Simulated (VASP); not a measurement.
# Cs (Im-3m) in VASP: notebook

Cs is run at these levels: LDA; tasks: single point.

Everything below comes from runs of VASP 6.6.1. Logs are shortened: lines on timing, memory, paths and dates and some standing lists are left out, and cuts for length are marked.

### Step 1. The cell of the first run

It takes space group Im-3m (No. 229, cubic). The conventional cell has a = 5.768 Å, b = 5.768 Å, c = 5.768 Å, α = 90.00°, β = 90.00°, γ = 90.00°.

### Step 2. Single point, LDA

The input, INCAR:

```
SYSTEM = Cs
PREC     = Accurate       ! precision mode
ENCUT    = 520            ! plane-wave cutoff, eV
EDIFF    = 1E-6           ! SCF threshold, eV
ISMEAR   = -1             ! smearing method
SIGMA    = 0.1            ! smearing width, eV
LREAL    = .False.        ! projectors in reciprocal space
LASPH    = .True.         ! aspherical terms in the spheres
NELM     = 60             ! most SCF steps
ALGO     = Normal         ! electronic algorithm
ISIF     = 2              ! what is computed and relaxed
LWAVE    = .False.        ! write WAVECAR
LCHARG   = .False.        ! write CHGCAR
GGA      = CA             ! functional
NBANDS   = 10             ! bands
```

The input, KPOINTS:

```
Automatic mesh
0
Gamma
  1 1 1
  0 0 0
```

The input, POSCAR:

```
Cs
1.0
   -2.8840810378      2.8840810378      2.8840810378
    2.8840810378     -2.8840810378      2.8840810378
    2.8840810378      2.8840810378     -2.8840810378
Cs
1
Direct
    0.0000000000      0.0000000000      0.0000000000
```

Potentials or basis: VASP PAW LDA potentials, release 64 (Cs_sv).

Run with:

```
> cat potpaw_LDA.64/Cs_sv/POTCAR > POTCAR
> mpirun -np 1 vasp_gam > vasp.out
```

OUTCAR:

```text
SYSTEM = Cs
   PREC = Accurate
   ENCUT = 520
   EDIFF = 1E-6
   ISMEAR = -1
   LREAL = .False.
   LASPH = .True.
   NELM = 60
   ISIF = 2
   GGA = CA

 ion  position               nearest neighbor table
   1  0.000  0.000  0.000-

  LATTYP: Found a body centered cubic cell.
 ALAT       =     5.7681620756

  Lattice vectors:

 A1 = (  -2.8840810378,   2.8840810378,   2.8840810378)
 A2 = (   2.8840810378,  -2.8840810378,   2.8840810378)
 A3 = (   2.8840810378,   2.8840810378,  -2.8840810378)

Analysis of symmetry for initial positions (statically):
=====================================================================
 Subroutine PRICEL returns:
 Original cell was already a primitive cell.

 Routine SETGRP: Setting up the symmetry group for a
 body centered cubic supercell.

 Subroutine GETGRP returns: Found 48 space group operations
 (whereof 48 operations were pure point group operations)
 out of a pool of 48 trial point group operations.

The static configuration has the point symmetry O_h .

Analysis of symmetry for dynamics (positions and initial velocities):
=====================================================================
 Subroutine PRICEL returns:
 Original cell was already a primitive cell.

 Routine SETGRP: Setting up the symmetry group for a
 body centered cubic supercell.

 Subroutine GETGRP returns: Found 48 space group operations
 (whereof 48 operations were pure point group operations)
 out of a pool of 48 trial point group operations.

The dynamic configuration has the point symmetry O_h .

 Subroutine INISYM returns: Found 48 space group operations
 (whereof 48 operations are pure point group operations),
 and found     1 'primitive' translations

----------------------------------------------------------------------------------------

                                     Primitive cell

  volume of cell :      95.9583

  direct lattice vectors                    reciprocal lattice vectors
    -2.884081038  2.884081038  2.884081038     0.000000000  0.173365448  0.173365448
     2.884081038 -2.884081038  2.884081038     0.173365448  0.000000000  0.173365448
     2.884081038  2.884081038 -2.884081038     0.173365448  0.173365448  0.000000000

  length of vectors
     4.995374891  4.995374891  4.995374891     0.245175767  0.245175767  0.245175767

  position of ions in fractional coordinates (direct lattice)
     0.000000000  0.000000000  0.000000000

  ion indices of the primitive-cell ions
   primitive index   ion index
                 1           1

----------------------------------------------------------------------------------------

 KPOINTS: Automatic mesh

Automatic generation of k-mesh.
 Grid dimensions read from file:
 generate k-points for:    1    1    1

 Generating k-lattice:

  Cartesian coordinates                     Fractional coordinates (reciprocal lattice)
     0.000000000  0.173365448  0.173365448     1.000000000  0.000000000  0.000000000
     0.173365448  0.000000000  0.173365448     0.000000000  1.000000000  0.000000000
     0.173365448  0.173365448  0.000000000     0.000000000  0.000000000  1.000000000

  Length of vectors
     0.245175767  0.245175767  0.245175767

  Shift w.r.t. Gamma in fractional coordinates (k-lattice)
     0.000000000  0.000000000  0.000000000

 Subroutine IBZKPT returns following result:
 ===========================================

 Found      1 irreducible k-points:

 Following reciprocal coordinates:
            Coordinates               Weight
  0.000000  0.000000  0.000000      1.000000
   k-points           NKPTS =      1   k-points in BZ     NKDIM =      1   number of bands    NBANDS=     10
   number of dos      NEDOS =    301   number of ions     NIONS =      1
   total plane-waves  NPLWV =  64000
   dimension x,y,z NGX =    40 NGY =   40 NGZ =   40
   dimension x,y,z NGXF=    80 NGYF=   80 NGZF=   80
   ions per type =               1
   NGX,Y,Z   is equivalent  to a cutoff of  13.31, 13.31, 13.31 a.u.
   NGXF,Y,Z  is equivalent  to a cutoff of  26.62, 26.62, 26.62 a.u.
 SYSTEM =  Cs
   PREC   = accura    normal or accurate (medium, high low for compatibility)
   ISTART =      0    job   : 0-new  1-cont  2-samecut
   ICHARG =      2    charge: 1-file 2-atom 10-const
   ISPIN  =      1    spin polarized calculation?
   LNONCOLLINEAR =      F non collinear calculations
   LSORBIT =      F    spin-orbit coupling
   LASPH  =      T    aspherical Exc in radial PAW
   ENCUT  =  520.0 eV  38.22 Ry    6.18 a.u.   9.29  9.29  9.29*2*pi/ulx,y,z
   NELM   =     60;   NELMIN=  2; NELMDL= -5     # of ELM steps
   EDIFF  = 0.1E-05   stopping-criterion for ELM
   LREAL  =      F    real-space projection
   EDIFFG = 0.1E-04   stopping-criterion for IOM
   NSW    =      0    number of steps for IOM
   IBRION =     -1    ionic relax: 0-MD 1-quasi-New 2-CG
   NFREE  =      0    steps in history (QN), initial steepest desc. (CG)
   ISIF   =      2    stress and relaxation
   ISYM   =      2    0-nonsym 1-usesym 2-fastsym
   POTIM  = 0.5000    time-step for ionic-motion
   TEBEG  =    0.0;   TEEND  =   0.0 temperature during run
   PSTRESS=    0.0 pullay stress
   NELECT =       9.0000    total number of electrons
   NUPDOWN=      -1.0000    fix difference up-down
   EMIN   =  10.00;   EMAX   =-10.00  energy-range for DOS
   EFERMI =   0.00;   METHOD = LEGACY
   ISMEAR =    -1;   SIGMA  =   0.10  broadening in eV -4-tet -1-fermi 0-gaus
   EFERMI_NEDOS =   21; number of points for ismear=-14 and -15
   IALGO  =     38    algorithm
   IMIX   =      4    mixing-type and parameters
     AMIX     =   0.40;   BMIX     =  1.00
     AMIX_MAG =   1.60;   BMIX_MAG =  1.00
  volume/ion in A,a.u.               =      95.96       647.56
  Fermi-wavevector in a.u.,A,eV,Ry     =   0.743809  1.405596  7.527452  0.553252
  Thomas-Fermi vector in A             =   1.839012
   LORBIT       =      0    0 simple, 1 ext, 2 COOP (PROOUT), +10 PAW based schemes
   GGA     = CA    functional components
   LHFCALC =     F    Hartree Fock is set to
   AEXX    =    0.0000 exact exchange contribution
   IVDW    =     0    specifies the selected vdW correction
   LEPSILON=     F    determine dielectric tensor
   LRPA    =     F    only Hartree local field effects (RPA)
 non-spin polarized calculation
  energy-cutoff  :      520.00
  volume of cell :       95.96
 maximum number of plane-waves:      1294
 NGX is ok and might be reduce to    40
   NGX = 19   NGY = 19   NGZ = 19

 number of electron       8.9999998 magnetization

 Free energy of the ion-electron system (eV)
  ---------------------------------------------------
  ext. energy  EPLUGINS =         0.00000000
  ---------------------------------------------------
  free energy    TOTEN  =        -1.76014382 eV

  energy without entropy =       -1.62151438  energy(sigma->0) =       -1.69082910

 E-fermi :  -1.0721     XC(G=0):  -5.9908

 val. band max:       -1.0720559884   @ k =   0.0000   0.0000   0.0000
 cond. band min:       3.3909081151   @ k =   0.0000   0.0000   0.0000
 fundamental gap:      4.4629641035
 Fermi energy:        -1.0720559884

 k-point     1 :       0.0000    0.0000    0.0000
  band No.  band energies     occupation
      1     -22.6770      2.00000
      2      -9.4234      2.00000
      3      -9.4234      2.00000
      4      -9.4234      2.00000
      5      -1.0721      1.00000
      6       3.3909      0.00000
      7       3.3909      0.00000
      8       3.3909      0.00000
      9       4.4121      0.00000
     10       4.4121      0.00000

------------------------ aborting loop because EDIFF is reached ----------------------------------------

  FORCE on cell =-STRESS in cart. coord.  units (eV):
  Direction    XX          YY          ZZ          XY          YZ          ZX
  --------------------------------------------------------------------------------------
  -------------------------------------------------------------------------------------
  Total        1.0671234      1.0671234      1.0671234     -0.0000000     -0.0000000      0.0000000
  in kB       17.8173400     17.8173400     17.8173400     -0.0000000     -0.0000000      0.0000000
  external PRESSURE =      17.8173400 kB  Pullay stress =       0.0000000 kB

 VOLUME and BASIS-vectors are now :
 -----------------------------------------------------------------------------
  energy-cutoff  :      520.00
  volume of cell :       95.96
      direct lattice vectors                 reciprocal lattice vectors
    -2.884081038  2.884081038  2.884081038     0.000000000  0.173365448  0.173365448
     2.884081038 -2.884081038  2.884081038     0.173365448  0.000000000  0.173365448
     2.884081038  2.884081038 -2.884081038     0.173365448  0.173365448  0.000000000

 POSITION                                       TOTAL-FORCE (eV/Angst)
 -----------------------------------------------------------------------------------
      0.00000      0.00000      0.00000        -0.000000      0.000000     -0.000000
 -----------------------------------------------------------------------------------
    total drift:                               -0.000000     -0.000000     -0.000000

  FREE ENERGIE OF THE ION-ELECTRON SYSTEM (eV)
  ---------------------------------------------------
  free  energy   TOTEN  =        -1.7601438164 eV

  energy  without entropy=       -1.6215143803  energy(sigma->0) =       -1.69082910
```

It took 2.8 s on 1 thread of Intel Xeon 6975P-C, shared host; peak memory 0.17 GiB.

The run converged, but its numbers aren't listed here, since they failed a check.

Caveat: the k points lie up to 1.54 Å⁻¹ apart; the mesh shows a gap though the element is a metal; spin-orbit coupling is left out, which moves the levels of the heavy elements.

### Step 3. Single point, LDA

The input, INCAR:

```
SYSTEM = Cs
PREC = Accurate ; ENCUT = 520
EDIFF = 1E-7 ; ISMEAR = -1
SIGMA = 0.1 ; LREAL = .FALSE.
LASPH = .TRUE. ; NELM = 100
ALGO = Normal ; ISIF = 2
LWAVE = .FALSE. ; LCHARG = .TRUE.
GGA = CA ; LELF = .TRUE.
LVHAR = .TRUE. ; NBANDS = 10
```

The input, KPOINTS:

```
Automatic mesh
0
G
  2 2 2
  0 0 0
```

POSCAR is that of step 2.

Potentials or basis: VASP PAW LDA potentials, release 64 (Cs_sv).

Run with:

```
> cat potpaw_LDA.64/Cs_sv/POTCAR > POTCAR
> mpirun -np 1 vasp_std > vasp.out
```

Wall time 4.6 s (1 thread of Intel Xeon 6975P-C, shared host); peak memory 0.18 GiB.

The run converged. Its results:

```
Free energy : -1.0039 eV
Pressure    : -0.9 GPa
```

Levels at points of the mesh, in eV from the Fermi level:
| k point | band 1 | band 2 | band 3 | band 4 | band 5 | band 6 | band 7 | band 8 | band 9 |
| --- | --- | --- | --- | --- | --- | --- | --- | --- | --- |
| (0.00, 0.00, 0.00) | -23.65 | -10.34 | -10.34 | -10.34 | -1.80 | 2.59 | 2.59 | 2.59 | 3.65 |
| (0.50, 0.00, 0.00) | -23.63 | -10.60 | -10.42 | -10.34 | 0.00 | 1.25 | 1.64 | 3.50 | 4.16 |
| (0.50, 0.50, 0.50) | -23.62 | -10.52 | -10.52 | -10.52 | 0.57 | 0.57 | 3.59 | 3.59 | 3.59 |

Caveat: the k points lie up to 0.77 Å⁻¹ apart; spin-orbit coupling is left out, which moves the levels of the heavy elements.

### Step 4. Single point, LDA

The input, INCAR:

```
  ALGO = Normal
  EDIFF = 1E-6
  ENCUT = 520
  ISIF = 2
  ISMEAR = -1
  LASPH = True
  LCHARG = True
  LELF = True
  LREAL = False
  LVHAR = True
  LWAVE = False
  NBANDS = 10
  NELM = 100
  PREC = Accurate
  SIGMA = 0.1
```

The input, KPOINTS:

```
k-points
0
Gamma
  3 3 3
```

POSCAR is that of step 3.

Potentials or basis: VASP PAW LDA potentials, release 64 (Cs_sv).

Run with:

```
> cat potpaw_LDA.64/Cs_sv/POTCAR > POTCAR
> mpirun -np 1 vasp_std > vasp.out
```

OUTCAR:

```text
EDIFF = 1E-6
   ENCUT = 520
   ISIF = 2
   ISMEAR = -1
   LASPH = True
   LREAL = False
   NELM = 100
   PREC = Accurate

 ion  position               nearest neighbor table
   1  0.000  0.000  0.000-

  LATTYP: Found a body centered cubic cell.
 ALAT       =     5.7681620756

  Lattice vectors:

 A1 = (  -2.8840810378,   2.8840810378,   2.8840810378)
 A2 = (   2.8840810378,  -2.8840810378,   2.8840810378)
 A3 = (   2.8840810378,   2.8840810378,  -2.8840810378)

Analysis of symmetry for initial positions (statically):
=====================================================================
 Subroutine PRICEL returns:
 Original cell was already a primitive cell.

 Routine SETGRP: Setting up the symmetry group for a
 body centered cubic supercell.

 Subroutine GETGRP returns: Found 48 space group operations
 (whereof 48 operations were pure point group operations)
 out of a pool of 48 trial point group operations.

The static configuration has the point symmetry O_h .

Analysis of symmetry for dynamics (positions and initial velocities):
=====================================================================
 Subroutine PRICEL returns:
 Original cell was already a primitive cell.

 Routine SETGRP: Setting up the symmetry group for a
 body centered cubic supercell.

 Subroutine GETGRP returns: Found 48 space group operations
 (whereof 48 operations were pure point group operations)
 out of a pool of 48 trial point group operations.

The dynamic configuration has the point symmetry O_h .

 Subroutine INISYM returns: Found 48 space group operations
 (whereof 48 operations are pure point group operations),
 and found     1 'primitive' translations

----------------------------------------------------------------------------------------

[... 90 lines left out ...]
  volume/ion in A,a.u.               =      95.96       647.56
  Fermi-wavevector in a.u.,A,eV,Ry     =   0.743809  1.405596  7.527452  0.553252
  Thomas-Fermi vector in A             =   1.839012
   LORBIT       =      0    0 simple, 1 ext, 2 COOP (PROOUT), +10 PAW based schemes
   GGA     = CA    functional components
   LHFCALC =     F    Hartree Fock is set to
   AEXX    =    0.0000 exact exchange contribution
   IVDW    =     0    specifies the selected vdW correction
   LEPSILON=     F    determine dielectric tensor
   LRPA    =     F    only Hartree local field effects (RPA)
 non-spin polarized calculation
  energy-cutoff  :      520.00
  volume of cell :       95.96
 maximum number of plane-waves:      2607
 NGX is ok and might be reduce to    40
   NGX = 19   NGY = 19   NGZ = 19

 number of electron       8.9999998 magnetization

 Free energy of the ion-electron system (eV)
  ---------------------------------------------------
  ext. energy  EPLUGINS =         0.00000000
  ---------------------------------------------------
  free energy    TOTEN  =        -1.08875977 eV

  energy without entropy =       -1.07466713  energy(sigma->0) =       -1.08171345

 E-fermi :   0.8096     XC(G=0):  -6.0303

 val. band max:        0.1365232503   @ k =   0.3333   0.0000   0.0000
 cond. band min:       1.0474377113   @ k =  -0.3333   0.3333   0.3333
 fundamental gap:      0.9109144611
 Fermi energy:         0.8095932904

 k-point     1 :       0.0000    0.0000    0.0000
  band No.  band energies     occupation
      1     -22.9630      2.00000
      2      -9.6568      2.00000
      3      -9.6568      2.00000
      4      -9.6568      2.00000
      5      -1.0988      2.00000
      6       3.2949      0.00000
      7       3.2949      0.00000
      8       3.2949      0.00000
      9       4.3400      0.00000
     10       4.3400      0.00000
[... 27 lines left out ...]
 k-point     4 :      -0.3333    0.3333    0.3333
  band No.  band energies     occupation
      1     -22.9412      2.00000
      2      -9.8265      2.00000
      3      -9.7895      2.00000
      4      -9.7895      2.00000
      5       1.0474      0.16966
      6       1.7163      0.00023
      7       3.4000      0.00000
      8       3.4000      0.00000
      9       3.7208      0.00000
     10       4.7640      0.00000

------------------------ aborting loop because EDIFF is reached ----------------------------------------

  FORCE on cell =-STRESS in cart. coord.  units (eV):
  Direction    XX          YY          ZZ          XY          YZ          ZX
  --------------------------------------------------------------------------------------
  -------------------------------------------------------------------------------------
  Total       -0.0691069     -0.0691069     -0.0691069     -0.0000000      0.0000000     -0.0000000
  in kB       -1.1538506     -1.1538506     -1.1538506     -0.0000000      0.0000000     -0.0000000
  external PRESSURE =      -1.1538506 kB  Pullay stress =       0.0000000 kB

 VOLUME and BASIS-vectors are now :
 -----------------------------------------------------------------------------
  energy-cutoff  :      520.00
  volume of cell :       95.96
      direct lattice vectors                 reciprocal lattice vectors
    -2.884081038  2.884081038  2.884081038     0.000000000  0.173365448  0.173365448
     2.884081038 -2.884081038  2.884081038     0.173365448  0.000000000  0.173365448
     2.884081038  2.884081038 -2.884081038     0.173365448  0.173365448  0.000000000

 POSITION                                       TOTAL-FORCE (eV/Angst)
 -----------------------------------------------------------------------------------
      0.00000      0.00000      0.00000         0.000000     -0.000000      0.000000
 -----------------------------------------------------------------------------------
    total drift:                               -0.000000      0.000000      0.000000

  FREE ENERGIE OF THE ION-ELECTRON SYSTEM (eV)
  ---------------------------------------------------
  free  energy   TOTEN  =        -1.0887597744 eV

  energy  without entropy=       -1.0746671343  energy(sigma->0) =       -1.08171345
```

OSZICAR:

```text
N       E                     dE             d eps       ncg     rms          rms(c)
DAV:   1     0.518463099781E+02    0.51846E+02   -0.30134E+03    80   0.624E+02
DAV:   2     0.235205725033E+01   -0.49494E+02   -0.48053E+02   102   0.107E+02
DAV:   3    -0.105409967733E+01   -0.34062E+01   -0.34023E+01    96   0.361E+01
DAV:   4    -0.109100090522E+01   -0.36901E-01   -0.36897E-01    92   0.431E+00
DAV:   5    -0.109116921241E+01   -0.16831E-03   -0.16831E-03   106   0.243E-01    0.154E-01
DAV:   6    -0.108935787289E+01    0.18113E-02   -0.24793E-03    86   0.221E-01    0.893E-02
DAV:   7    -0.108873632266E+01    0.62155E-03   -0.31106E-03    82   0.247E-01    0.400E-02
DAV:   8    -0.108875905621E+01   -0.22734E-04   -0.53723E-05    96   0.511E-02    0.389E-03
DAV:   9    -0.108875977443E+01   -0.71822E-06   -0.89926E-07    96   0.463E-03
   1 F= -.10887598E+01 E0= -.10817135E+01  d E =-.140926E-01
```

stdout:

```text
POSCAR found type information on POSCAR Cs
 POSCAR found :  1 types and       1 ions
 scaLAPACK will be used
 LDA part: xc-table for (Slater(with rela. corr.)+CA(PZ))
 , standard interpolation
 POSCAR, INCAR and KPOINTS ok, starting setup
 FFT: planning ... GRIDC
 FFT: planning ... GRID_SOFT
 FFT: planning ... GRID
 WAVECAR not read
 entering main loop
```

Run time: 5.4 s. Hardware: 1 thread of Intel Xeon 6975P-C, shared host; peak memory 0.18 GiB.

Results:

```yaml
Free_energy: -1.0888 eV
Pressure: -0.1 GPa
```

Levels at points of the mesh, in eV from the Fermi level:
```tsv
k point	band 2	band 3	band 4	band 5	band 6	band 7
(0.00, 0.00, 0.00)	-10.47	-10.47	-10.47	-1.91	2.49	2.49
```

Caveat: the k points lie up to 0.51 Å⁻¹ apart; spin-orbit coupling is left out, which moves the levels of the heavy elements.
